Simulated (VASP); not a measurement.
# K (I4_1/amd) in VASP: a series of runs, part 2 of 2

VASP 6.6.1. Earlier steps stand in the parts before.

### Step 5. Single point, PBEsol

The input, INCAR:

```
PREC     = Accurate       # precision mode
ENCUT    = 520            # plane-wave cutoff, eV
EDIFF    = 1E-6           # SCF threshold, eV
ISMEAR   = 1              # smearing method
SIGMA    = 0.046          # smearing width, eV
LREAL    = F              # projectors in reciprocal space
LASPH    = T              # aspherical terms in the spheres
NELM     = 100            # most SCF steps
ALGO     = Normal         # electronic algorithm
ISIF     = 2              # what is computed and relaxed
LWAVE    = F              # write WAVECAR
LCHARG   = F              # write CHGCAR
GGA      = PS             # functional
NBANDS   = 16             # bands
```

The input, KPOINTS:

```
Automatic mesh
0
Gamma
  6 6 6
```

The input, POSCAR:

```
K
1.0
   -2.2081090471      2.2081090471      8.0458679461
    2.2081090471     -2.2081090471      8.0458679461
    2.2081090471      2.2081090471     -8.0458679461
K
2
Direct
    0.2500000000      0.7500000000      0.5000000000
    0.5000000000      0.5000000000      0.0000000000
```

The run is started by

```bash
cat potpaw_PBE.64/K_sv/POTCAR > POTCAR
mpirun -np 1 vasp_std > vasp.out
```

It took 1.9 min on 1 thread of AMD EPYC 9R45 (Zen 5), shared host; peak memory 0.52 GiB.

The run converged. Its results:

- Free energy: -2.1254 eV
- Pressure: -0.2 GPa
- Band gap on the k mesh: zero (band 9 reaches 1.06 eV, above the bottom of band 10 at -1.71 eV)

Stress tensor (GPa, compression positive):
```
-0.16  0.00  0.00
 0.00 -0.16  0.00
 0.00  0.00 -0.24
```

Levels at points of the mesh, in eV from the Fermi level:
```tsv
k point	band 7	band 8	band 9	band 10	band 11	band 12
(0.00, 0.00, 0.00)	-15.64	-15.63	-2.08	0.22	0.40	3.14
(0.50, 0.00, 0.00)	-15.64	-15.63	-0.01	0.17	0.97	1.20
(0.50, 0.50, 0.00)	-15.65	-15.65	1.34	1.34	1.96	1.96
(0.50, 0.50, 0.50)	-15.63	-15.63	-1.43	-1.43	2.38	2.38
```

Caveat: the PAW data sets were made with another functional, which shifts forces and pressure a little.

### Step 6. Single point, PBE+D4

The input, INCAR:

```
  PREC = Accurate
  ENCUT = 520
  EDIFF = 1E-6
  ISMEAR = 0
  SIGMA = 0.038
  LREAL = F
  LASPH = T
  NELM = 60
  ALGO = Normal
  ISIF = 2
  LWAVE = F
  LCHARG = T
  GGA = PE
  IVDW = 13
  LELF = T
  LVHAR = T
  NBANDS = 16
  ISYM = 0
```

The input, KPOINTS:

```
Automatic mesh
0
Gamma
  4 4 4
  0 0 0.5
```

POSCAR is that of step 5.

Potentials or basis: VASP PAW PBE potentials, release 64 (K_sv).

The run is started by

```bash
cat potpaw_PBE.64/K_sv/POTCAR > POTCAR
mpirun -np 1 vasp_std > vasp.out
```

OUTCAR:

```text
PREC = Accurate
   ENCUT = 520
   EDIFF = 1E-6
   ISMEAR = 0
   LREAL = F
   LASPH = T
   NELM = 60
   ISIF = 2
   GGA = PE
   IVDW = 13
   ISYM = 0

 ion  position               nearest neighbor table
   1  0.250  0.750  0.500-
   2  0.500  0.500  0.000-

IMPORTANT INFORMATION: All symmetrisations will be switched off!
NOSYMM: (Re-)initialisation of all symmetry stuff for point group C_1.

----------------------------------------------------------------------------------------

                                     Primitive cell

  volume of cell :     156.9184

  direct lattice vectors                    reciprocal lattice vectors
    -2.208109047  2.208109047  8.045867946     0.000000000  0.226438092  0.062143700
     2.208109047 -2.208109047  8.045867946     0.226438092  0.000000000  0.062143700
     2.208109047  2.208109047 -8.045867946     0.226438092  0.226438092  0.000000000

  length of vectors
     8.630613080  8.630613080  8.630613080     0.234810666  0.234810666  0.320231821

  position of ions in fractional coordinates (direct lattice)
     0.250000000  0.750000000  0.500000000
     0.500000000  0.500000000  0.000000000

[... 125 lines left out ...]

 val. band max:       -0.4237206181   @ k =  -0.2500   0.2500   0.3750
 cond. band min:      -0.1986441126   @ k =  -0.1250  -0.1250   0.2500
 fundamental gap:      0.2250765055
 Fermi energy:        -0.1987604526

 k-point     1 :       0.0000    0.0000    0.1250
  band No.  band energies     occupation
      1     -32.5010      2.00000
      2     -32.4978      2.00000
      3     -16.0106      2.00000
      4     -15.9625      2.00000
      5     -15.9610      2.00000
      6     -15.9584      2.00000
[... 433 lines left out ...]
      3     -16.0054      2.00000
      4     -16.0048      2.00000
      5     -16.0010      2.00000
      6     -15.9985      2.00000
[... 8 lines left out ...]
     15       2.8797      0.00000
     16       3.3213      0.00000

 [... further k-points ...]

------------------------ aborting loop because EDIFF is reached ----------------------------------------

  DFT-D4 for vdW energy calculation

  Edisp (eV):   -0.12421

  FORCE on cell =-STRESS in cart. coord.  units (eV):
  Direction    XX          YY          ZZ          XY          YZ          ZX
  --------------------------------------------------------------------------------------
  -------------------------------------------------------------------------------------
  Total      -0.21264    -0.21264    -0.19761    -0.00001    -0.00000    -0.00001
  in kB      -2.17115    -2.17112    -2.01762    -0.00010    -0.00003    -0.00010
  external pressure =       -2.12 kB  Pullay stress =        0.00 kB

 VOLUME and BASIS-vectors are now :
 -----------------------------------------------------------------------------
  energy-cutoff  :      520.00
  volume of cell :      156.92
      direct lattice vectors                 reciprocal lattice vectors
    -2.208109047  2.208109047  8.045867946     0.000000000  0.226438092  0.062143700
     2.208109047 -2.208109047  8.045867946     0.226438092  0.000000000  0.062143700
     2.208109047  2.208109047 -8.045867946     0.226438092  0.226438092  0.000000000

 POSITION                                       TOTAL-FORCE (eV/Angst)
 -----------------------------------------------------------------------------------
      2.20811      0.00000      4.02293         0.000000      0.000002      0.000003
      0.00000      0.00000      8.04587        -0.000000     -0.000002     -0.000003
 -----------------------------------------------------------------------------------
    total drift:                               -0.000001     -0.000001      0.000002

  FREE ENERGIE OF THE ION-ELECTRON SYSTEM (eV)
  ---------------------------------------------------
  free  energy   TOTEN  =        -2.1175566078 eV

  energy  without entropy=       -2.1161968983  energy(sigma->0) =       -2.11687675
```

It took 3.7 min on 1 thread of AMD EPYC 9R45 (Zen 5), shared host; peak memory 0.53 GiB.

Results:

```
Free energy                : -2.1176 eV
Pressure                   : -0.2 GPa
Band gap on the k mesh     : zero (band 9 reaches 0.43 eV, above the bottom of band 10 at -1.40 eV)
Dispersion energy per atom : -0.062 eV
```

Levels at points of the mesh, in eV from the Fermi level:
```
           k point  band 5  band 6  band 7  band 8  band 9  band 10  band 11  band 12  band 13  band 14
(0.00, 0.00, 0.12)  -15.76  -15.76  -15.76  -15.75   -1.84     0.48     0.52     2.95     2.97     3.40
```

Caveat: the k points lie up to 0.50 Å⁻¹ apart; pairwise dispersion overbinds metals, which lowers pressure and volume.

### Step 7. Summary

```tsv
level	potentials or basis	spin	k mesh	smearing	gap on the mesh (eV)	pressure (GPa)
LDA	VASP PAW LDA potentials, release 64 (K_sv)	collinear	2 × 2 × 2	gaussian 0.1 eV	none	-0.2
RPBE	VASP PAW PBE potentials, release 64 (K_sv)	off	6 × 6 × 6	gaussian 0.1 eV	none	0.2
PBEsol	VASP PAW PBE potentials, release 64 (K_sv)	off	6 × 6 × 6	methfessel-paxton 0.046 eV	none	-0.2
PBE+D4	VASP PAW PBE potentials, release 64 (K_sv)	off	4 × 4 × 4, shifted	gaussian 0.038 eV	none	-0.2
```

Alike in all rows: task single point; cell as given; cutoff (eV) 520.

Caveats: some runs use coarse meshes; the PAW data sets were made with another functional, which shifts forces and pressure a little (some runs); pairwise dispersion overbinds metals, which lowers pressure and volume (some runs).

Total energies depend on the potentials used, so only differences within one code and one set of settings carry meaning.
